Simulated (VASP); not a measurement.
# SrCl2 (Fm-3m) in VASP: single point with PBEsol

Aim: the single point of SrCl2 with PBEsol.

All numbers are computed with VASP 6.6.1; they aren't measurements. Logs are shortened: lines on timing, memory, paths and dates and some standing lists are left out, and cuts for length are marked.

## (1) The cell of the first run

The structure is cubic, space group Fm-3m (No. 225). The conventional cell has a = 6.971 Å, b = 6.971 Å, c = 6.971 Å, α = 90.00°, β = 90.00°, γ = 90.00°. Within 4.0 Å of Sr (site symmetry m-3m) lie 8 Cl at 3.02 Å. Cl (site symmetry -43m) has 4 Sr at 3.02 Å and 6 Cl at 3.49 Å within 4.0 Å.

## (2) Single point, PBEsol

Input file INCAR:

```
PREC = Accurate
ENCUT = 520
EDIFF = 1E-7
ISMEAR = 0
SIGMA = 0.1
LREAL = Auto
LASPH = True
NELM = 100
ALGO = Normal
ISIF = 2
LWAVE = False
LCHARG = False
GGA = PS
NBANDS = 87
ISYM = 0
```

Input file KPOINTS:

```
Automatic mesh
0
Gamma
  2 2 1
  0.5 0.5 0
```

Input file POSCAR:

```
SrCl2
1.0
    6.9710000000      3.4855000000     -3.4855000000
    3.4855000000      6.9710000000      3.4855000000
    6.9710000000     -3.4855000000      3.4855000000
Sr Cl
6 12
Direct
    0.5000000000      0.0000000000      0.5000000000
    0.8333333333      0.3333333333      0.5000000000
    0.0000000000      0.0000000000      0.0000000000
    0.3333333333      0.3333333333      0.0000000000
    0.6666666667      0.6666666667      0.0000000000
    0.1666666667      0.6666666667      0.5000000000
    0.4583333333      0.3333333333      0.6250000000
    0.7916666667      0.6666666667      0.6250000000
    0.9583333333      0.3333333333      0.1250000000
    0.2916666667      0.6666666667      0.1250000000
    0.6250000000      0.0000000000      0.1250000000
    0.1250000000      1.0000000000      0.6250000000
    0.3750000000      1.0000000000      0.8750000000
    0.7083333333      0.3333333333      0.8750000000
    0.8750000000      0.0000000000      0.3750000000
    0.2083333333      0.3333333333      0.3750000000
    0.5416666667      0.6666666667      0.3750000000
    0.0416666667      0.6666666667      0.8750000000
```

Potentials or basis: VASP PAW PBE potentials, release 64 (Sr_sv, Cl).

Run with:

```sh
$ cat potpaw_PBE.64/Sr_sv/POTCAR potpaw_PBE.64/Cl/POTCAR > POTCAR
$ mpirun -np 1 vasp_std > vasp.out
```

OUTCAR:

```text
PREC = Accurate
   ENCUT = 520
   EDIFF = 1E-7
   ISMEAR = 0
   LREAL = Auto
   LASPH = True
   NELM = 100
   ISIF = 2
   GGA = PS
   ISYM = 0

 ion  position               nearest neighbor table
   1  0.500  0.000  0.500-   7 3.02  17 3.02  12 3.02  13 3.02  15 3.02  11 3.02  16 3.02   8 3.02
                             2 4.93   6 4.93   4 4.93   5 4.93   3 4.93   4 4.93   5 4.93   3 4.93
   2  0.833  0.333  0.500-  15 3.02   9 3.02  14 3.02   7 3.02  16 3.02  12 3.02  17 3.02   8 3.02
                             1 4.93   6 4.93   6 4.93   3 4.93   5 4.93   3 4.93   4 4.93   4 4.93
   3  0.000  0.000  0.000-   9 3.02  18 3.02  12 3.02  13 3.02  15 3.02  11 3.02  10 3.02  14 3.02
                             4 4.93   5 4.93   2 4.93   6 4.93   1 4.93   2 4.93   6 4.93   1 4.93
   4  0.333  0.333  0.000-  13 3.02   9 3.02   7 3.02  14 3.02  16 3.02  11 3.02  18 3.02  10 3.02
                             3 4.93   5 4.93   5 4.93   1 4.93   6 4.93   1 4.93   2 4.93   2 4.93
   5  0.667  0.667  0.000-  11 3.02  10 3.02   8 3.02  17 3.02  18 3.02   9 3.02  13 3.02  14 3.02
                             3 4.93   4 4.93   4 4.93   1 4.93   2 4.93   1 4.93   6 4.93   6 4.93
   6  0.167  0.667  0.500-  12 3.02  10 3.02   8 3.02  17 3.02  18 3.02   7 3.02  15 3.02  16 3.02
                             1 4.93   2 4.93   2 4.93   3 4.93   4 4.93   3 4.93   5 4.93   5 4.93
   7  0.458  0.333  0.625-   1 3.02   2 3.02   4 3.02   6 3.02
   8  0.792  0.667  0.625-   5 3.02   6 3.02   1 3.02   2 3.02
   9  0.958  0.333  0.125-   3 3.02   2 3.02   4 3.02   5 3.02
  10  0.292  0.667  0.125-   5 3.02   6 3.02   3 3.02   4 3.02
  11  0.625  0.000  0.125-   5 3.02   3 3.02   1 3.02   4 3.02
  12  0.125  0.000  0.625-   6 3.02   3 3.02   1 3.02   2 3.02
  13  0.375  0.000  0.875-   4 3.02   3 3.02   1 3.02   5 3.02
  14  0.708  0.333  0.875-   2 3.02   4 3.02   3 3.02   5 3.02
  15  0.875  0.000  0.375-   2 3.02   1 3.02   3 3.02   6 3.02
  16  0.208  0.333  0.375-   2 3.02   4 3.02   1 3.02   6 3.02
  17  0.542  0.667  0.375-   1 3.02   5 3.02   6 3.02   2 3.02
  18  0.042  0.667  0.875-   3 3.02   5 3.02   6 3.02   4 3.02

IMPORTANT INFORMATION: All symmetrisations will be switched off!
NOSYMM: (Re-)initialisation of all symmetry stuff for point group C_1.

----------------------------------------------------------------------------------------

                                     Primitive cell

  volume of cell :     508.1320

  direct lattice vectors                    reciprocal lattice vectors
     6.971000000  3.485500000 -3.485500000     0.071725721  0.023908574 -0.119542868
     3.485500000  6.971000000  3.485500000     0.000000000  0.095634294  0.095634294
     6.971000000 -3.485500000  3.485500000     0.071725721 -0.071725721  0.071725721

  length of vectors
     8.537696498  8.537696498  8.537696498     0.141445029  0.135247316  0.124232593

  position of ions in fractional coordinates (direct lattice)
     0.500000000  0.000000000  0.500000000
     0.833333333  0.333333333  0.500000000
     0.000000000  0.000000000  0.000000000
     0.333333333  0.333333333  0.000000000
     0.666666667  0.666666667  0.000000000
     0.166666667  0.666666667  0.500000000
[... 10 lines left out ...]
     0.541666667  0.666666667  0.375000000
     0.041666667  0.666666667  0.875000000

  ion indices of the primitive-cell ions
   primitive index   ion index
                 1           1
                 2           2
                 3           3
                 4           4
                 5           5
                 6           6
[... 10 lines left out ...]
                17          17
                18          18

----------------------------------------------------------------------------------------

 KPOINTS: Automatic mesh

Automatic generation of k-mesh.
 Grid dimensions read from file:
 generate k-points for:    2    2    1

 Generating k-lattice:

  Cartesian coordinates                     Fractional coordinates (reciprocal lattice)
     0.035862860  0.011954287 -0.059771434     0.500000000  0.000000000  0.000000000
     0.000000000  0.047817147  0.047817147     0.000000000  0.500000000  0.000000000
     0.071725721 -0.071725721  0.071725721     0.000000000  0.000000000  1.000000000

  Length of vectors
     0.070722515  0.067623658  0.124232593

  Shift w.r.t. Gamma in fractional coordinates (k-lattice)
     0.500000000  0.500000000  0.000000000

 Subroutine IBZKPT returns following result:
 ===========================================

 Found      4 irreducible k-points:

 Following reciprocal coordinates:
            Coordinates               Weight
  0.250000  0.250000 -0.000000      2.000000
 -0.250000 -0.000000  0.000000      2.000000
 -0.250000  0.250000  0.000000      2.000000
  0.250000  0.500000 -0.000000      2.000000
   k-points           NKPTS =      4   k-points in BZ     NKDIM =      4   number of bands    NBANDS=     87
   number of dos      NEDOS =    301   number of ions     NIONS =     18
   total plane-waves  NPLWV = 262144
   dimension x,y,z NGX =    64 NGY =   64 NGZ =   64
   dimension x,y,z NGXF=   128 NGYF=  128 NGZF=  128
   ions per type =               6  12
   NGX,Y,Z   is equivalent  to a cutoff of  12.46, 12.46, 12.46 a.u.
   NGXF,Y,Z  is equivalent  to a cutoff of  24.92, 24.92, 24.92 a.u.
 SYSTEM =  unknown system
   PREC   = accura    normal or accurate (medium, high low for compatibility)
   ISTART =      0    job   : 0-new  1-cont  2-samecut
   ICHARG =      2    charge: 1-file 2-atom 10-const
   ISPIN  =      1    spin polarized calculation?
   LNONCOLLINEAR =      F non collinear calculations
   LSORBIT =      F    spin-orbit coupling
   LASPH  =      T    aspherical Exc in radial PAW
   ENCUT  =  520.0 eV  38.22 Ry    6.18 a.u.  15.87 15.87 15.87*2*pi/ulx,y,z
   NELM   =    100;   NELMIN=  2; NELMDL= -5     # of ELM steps
   EDIFF  = 0.1E-06   stopping-criterion for ELM
   LREAL  =      T    real-space projection
   EDIFFG = 0.1E-05   stopping-criterion for IOM
   NSW    =      0    number of steps for IOM
   IBRION =     -1    ionic relax: 0-MD 1-quasi-New 2-CG
   NFREE  =      0    steps in history (QN), initial steepest desc. (CG)
   ISIF   =      2    stress and relaxation
   ISYM   =      0    0-nonsym 1-usesym 2-fastsym
   POTIM  = 0.5000    time-step for ionic-motion
   TEBEG  =    0.0;   TEEND  =   0.0 temperature during run
   PSTRESS=    0.0 pullay stress
   NELECT =     144.0000    total number of electrons
   NUPDOWN=      -1.0000    fix difference up-down
   EMIN   =  10.00;   EMAX   =-10.00  energy-range for DOS
   EFERMI =   0.00;   METHOD = LEGACY
   ISMEAR =     0;   SIGMA  =   0.10  broadening in eV -4-tet -1-fermi 0-gaus
   EFERMI_NEDOS =   21; number of points for ismear=-14 and -15
   IALGO  =     38    algorithm
   IMIX   =      4    mixing-type and parameters
     AMIX     =   0.40;   BMIX     =  1.00
     AMIX_MAG =   1.60;   BMIX_MAG =  1.00
  volume/ion in A,a.u.               =      28.23       190.50
  Fermi-wavevector in a.u.,A,eV,Ry     =   1.075318  2.032056 15.732530  1.156308
  Thomas-Fermi vector in A             =   2.211171
   LORBIT       =      0    0 simple, 1 ext, 2 COOP (PROOUT), +10 PAW based schemes
   GGA     = PS    functional components
   LHFCALC =     F    Hartree Fock is set to
   AEXX    =    0.0000 exact exchange contribution
   IVDW    =     0    specifies the selected vdW correction
   LEPSILON=     F    determine dielectric tensor
   LRPA    =     F    only Hartree local field effects (RPA)
 non-spin polarized calculation
 Gauss-broadening in eV      SIGMA  =   0.10
  energy-cutoff  :      520.00
  volume of cell :      508.13
 maximum number of plane-waves:     13676
   NGX = 31   NGY = 31   NGZ = 31

 number of electron     144.0000005 magnetization

 Free energy of the ion-electron system (eV)
  ---------------------------------------------------
  ext. energy  EPLUGINS =         0.00000000
  ---------------------------------------------------
  free energy    TOTEN  =       -79.97469243 eV

  energy without entropy =      -79.97469243  energy(sigma->0) =      -79.97469243

 E-fermi :   0.4846     XC(G=0):  -8.5019

 val. band max:       -0.0368978551   @ k =   0.2500   0.5000  -0.0000
 cond. band min:       5.6829504839   @ k =  -0.2500  -0.0000   0.0000
 fundamental gap:      5.7198483390
 Fermi energy:         0.4845592993

 k-point     1 :       0.2500    0.2500   -0.0000
  band No.  band energies     occupation
      1     -32.6973      2.00000
      2     -32.6944      2.00000
      3     -32.6943      2.00000
      4     -32.6940      2.00000
      5     -32.6938      2.00000
      6     -32.6936      2.00000
[... 76 lines left out ...]
     83       6.9175      0.00000
     84       6.9890      0.00000

 k-point     2 :      -0.2500   -0.0000    0.0000
  band No.  band energies     occupation
      1     -32.6973      2.00000
      2     -32.6944      2.00000
      3     -32.6943      2.00000
      4     -32.6940      2.00000
      5     -32.6938      2.00000
      6     -32.6936      2.00000
[... 76 lines left out ...]
     83       6.9175      0.00000
     84       6.9890      0.00000

 k-point     3 :      -0.2500    0.2500    0.0000
  band No.  band energies     occupation
      1     -32.6963      2.00000
      2     -32.6950      2.00000
      3     -32.6950      2.00000
      4     -32.6939      2.00000
      5     -32.6936      2.00000
      6     -32.6936      2.00000
[... 76 lines left out ...]
     83       6.9723      0.00000
     84       7.0228      0.00000

 k-point     4 :       0.2500    0.5000   -0.0000
  band No.  band energies     occupation
      1     -32.6963      2.00000
      2     -32.6950      2.00000
      3     -32.6950      2.00000
      4     -32.6939      2.00000
      5     -32.6936      2.00000
      6     -32.6936      2.00000
[... 76 lines left out ...]
     83       6.9724      0.00000
     84       7.0229      0.00000
 [bands above 84 left out]

------------------------ aborting loop because EDIFF is reached ----------------------------------------

  FORCE on cell =-STRESS in cart. coord.  units (eV):
  Direction    XX          YY          ZZ          XY          YZ          ZX
  --------------------------------------------------------------------------------------
  -------------------------------------------------------------------------------------
  Total       -2.9068214     -2.5351410     -2.5351358      0.0427032     -0.2620830     -0.0427138
  in kB       -9.1654210     -7.9934855     -7.9934693      0.1346463     -0.8263668     -0.1346796
  external PRESSURE =      -8.3841253 kB  Pullay stress =       0.0000000 kB

 VOLUME and BASIS-vectors are now :
 -----------------------------------------------------------------------------
  energy-cutoff  :      520.00
  volume of cell :      508.13
      direct lattice vectors                 reciprocal lattice vectors
     6.971000000  3.485500000 -3.485500000     0.071725721  0.023908574 -0.119542868
     3.485500000  6.971000000  3.485500000     0.000000000  0.095634294  0.095634294
     6.971000000 -3.485500000  3.485500000     0.071725721 -0.071725721  0.071725721

 POSITION                                       TOTAL-FORCE (eV/Angst)
 -----------------------------------------------------------------------------------
      6.97100      0.00000      0.00000         0.000001      0.000000      0.000001
     10.45650      3.48550      0.00000         0.000000      0.000025      0.000025
      0.00000      0.00000      0.00000        -0.000000      0.000000      0.000001
      3.48550      3.48550      0.00000        -0.000002      0.000031      0.000027
      6.97100      6.97100      0.00000        -0.000001     -0.000028     -0.000028
      6.97100      3.48550      3.48550         0.000001     -0.000026     -0.000027
[... 10 lines left out ...]
      8.71375      5.22825      1.74275        -0.010552     -0.025527      0.025753
      8.71375      1.74275      5.22825        -0.010553     -0.025528      0.025755
 -----------------------------------------------------------------------------------
    total drift:                                0.000002     -0.000002     -0.000003

  FREE ENERGIE OF THE ION-ELECTRON SYSTEM (eV)
  ---------------------------------------------------
  free  energy   TOTEN  =       -79.9746924269 eV

  energy  without entropy=      -79.9746924269  energy(sigma->0) =      -79.97469243
```

Wall time 3.8 min (1 thread of Intel Xeon Platinum 8488C (Sapphire Rapids), shared host); peak memory 0.57 GiB.

Results:

```yaml
Free_energy: -79.9747 eV
Pressure: -0.8 GPa
Band_gap_on_the_k_mesh: 5.72 eV
```

Levels at points of the mesh, in eV from the valence-band top:
```csv
k point,band 68,band 69,band 70,band 71,band 72,band 73,band 74,band 75,band 76,band 77
"(0.25, 0.25, 0.00)",-0.25,-0.21,-0.21,-0.14,-0.07,5.72,6.11,6.13,6.26,6.27
```

Caveat: the k points lie up to 0.78 Å⁻¹ apart; the PAW data sets were made with another functional, which shifts forces and pressure a little.
